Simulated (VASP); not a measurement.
## CuO (rocksalt type): relaxation of cell and atoms with PBE

The system is CuO (rocksalt type).

```
Cu O
1.0
     0.00000    2.23228    2.23228
     2.23228    0.00000    2.23228
     2.23228    2.23228    0.00000
Cu O
1 1
Direct
  0.00000 0.00000 0.00000
  0.50000 0.50000 0.50000
```

```json
{"Program": "VASP 6.6.1", "Task": "relaxation of cell and atoms", "Functional": "PBE", "Potentials or basis": "VASP PAW PBE potentials, release 64 (Cu, O)", "Cutoff": "600 eV", "k mesh": "16 × 16 × 16", "Occupations": "fermi-dirac, width 0.08 eV", "Spin": "no spin polarisation", "Dipole correction": "no", "Further INCAR settings": "ALGO = Normal; EDIFF = 1e-06; IBRION = 2; EDIFFG = -0.005; NSW = 100; ISIF = 3"}
```

```yaml
Relaxed_volume: 9.56 Å³/atom
Relaxed_cell: a = 3.001 Å, b = 3.001 Å, c = 3.001 Å, α = 60.00°, β = 60.00°, γ = 60.00°
Space_group_after_relaxing_to_0.05_Å: Fm-3m (No. 225)
Energy_gained_by_relaxing: 105.6 meV/atom
Ionic_steps: 3
Pressure_after_relaxing: 0.0 GPa
```

Step by step:
```tsv
step	energy change (eV)	largest force (eV/Å)	pressure (GPa)	volume (Å³)
1	0.0000	0.0000	-18.75	22.25
2	-0.1906	0.0000	8.43	18.31
3	-0.2113	0.0000	0.03	19.12
```

Final structure:
```
Cu O
1.0
     0.00000    2.12233    2.12233
     2.12233    0.00000    2.12233
     2.12233    2.12233    0.00000
Cu O
1 1
Direct
  0.00000 0.00000 0.00000
  0.50000 0.50000 0.50000
```

Levels at points of the mesh, in eV from the Fermi level:
```
           k point  band 7  band 8  band 9  band 10  band 11  band 12
(0.00, 0.00, 0.00)   -2.33   -2.18   -2.18     1.40    18.16    18.63
(0.50, 0.00, 0.00)   -1.40    0.72    0.72     5.73     9.55    13.73
(0.50, 0.50, 0.00)   -1.64   -1.64   -1.47     5.61    10.56    12.07
```

Run time: 88 s on 1 thread of AMD EPYC 9R45 96-Core Processor (Zen 5), on a shared host, peak memory 0.18 GiB.

Caveat: an odd number of electrons without spin polarisation forces a metal; a magnetic or distorted state may lie lower; semilocal functionals often make such compounds metallic where correlation or magnetic order opens a gap, which also shifts bond lengths. With open d or f shells a metallic result of PBE can be an artefact of self-interaction; +U or a hybrid may open a gap.
